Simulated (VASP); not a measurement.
**ZnO: relaxation of cell and atoms with LDA**

The system is ZnO.

```
Zn O
1.0
     3.24940    0.00000    0.00000
    -1.62470    2.81406    0.00000
     0.00000    0.00000    5.20380
Zn O
2 2
Direct
  0.33333 0.66667 0.00000
  0.66667 0.33333 0.50000
  0.33333 0.66667 0.38210
  0.66667 0.33333 0.88210
```

```yaml
Program: VASP 6.6.1
Task: relaxation of cell and atoms
Functional: LDA
Potentials_or_basis: VASP PAW LDA potentials, release 64 (Zn, O)
Cutoff: 600 eV
k_mesh: 9 × 9 × 6
Occupations: gaussian, width 0.02 eV
Spin: no spin polarisation
Dipole_correction: no
Further_INCAR_settings: ALGO = Normal; EDIFF = 1e-07; IBRION = 2; EDIFFG = -0.005; NSW = 100; ISIF = 3
```

| Property | Result |
| --- | --- |
| Relaxed volume | 11.40 Å³/atom |
| Relaxed cell | a = 3.194 Å, b = 3.194 Å, c = 5.163 Å, α = 90.00°, β = 90.00°, γ = 120.00° |
| Space group after relaxing (to 0.05 Å) | P6_3mc (No. 186) |
| Energy gained by relaxing | 10.2 meV/atom |
| Ionic steps | 11 |
| Pressure after relaxing | 0.0 GPa |
| Band gap on the k mesh | 0.80 eV, direct |

Forces on the atoms (eV/Å):
```
Zn   0.000  0.000  0.003
Zn   0.000  0.000  0.003
O    0.000  0.000 -0.003
O    0.000  0.000 -0.003
```

The path:
```tsv
step	energy change (eV)	largest force (eV/Å)	pressure (GPa)	volume (Å³)
1	0.0000	0.0407	-6.24	47.58
2	-0.0249	0.0390	4.33	44.47
3	-0.0400	0.0391	-0.03	45.61
4	-0.0400	0.0391	0.15	45.57
5	-0.0403	0.0246	0.14	45.58
6	-0.0407	0.0207	0.14	45.58
7	-0.0409	0.0048	-0.04	45.62
8	-0.0409	0.0000	-0.08	45.63
9	-0.0409	0.0008	-0.07	45.63
10	-0.0409	0.0011	-0.07	45.64
11	-0.0409	0.0026	-0.01	45.62
```

Final structure:
```
CELL_PARAMETERS angstrom
3.19392 0.00000 0.00000
-1.59696 2.76602 0.00000
0.00000 0.00000 5.16337
ATOMIC_POSITIONS crystal
Zn 0.33333 0.66667 0.00181
Zn 0.66667 0.33333 0.50181
O 0.33333 0.66667 0.38029
O 0.66667 0.33333 0.88029
```

Levels at points of the mesh, in eV from the valence-band top:
| k point | band 16 | band 17 | band 18 | band 19 | band 20 | band 21 |
| --- | --- | --- | --- | --- | --- | --- |
| (0.00, 0.00, 0.00) | -0.10 | 0.00 | 0.00 | 0.80 | 5.27 | 8.18 |
| (0.00, 0.00, 0.50) | -0.42 | -0.42 | -0.42 | 3.48 | 3.48 | 10.03 |

It took 2.7 min on 1 thread of Intel(R) Xeon(R) 6975P-C (Granite Rapids) (shared host), peak memory 0.19 GiB.

LDA usually gives volumes a few per cent too small. Zero-point motion and thermal expansion aren't in these numbers.
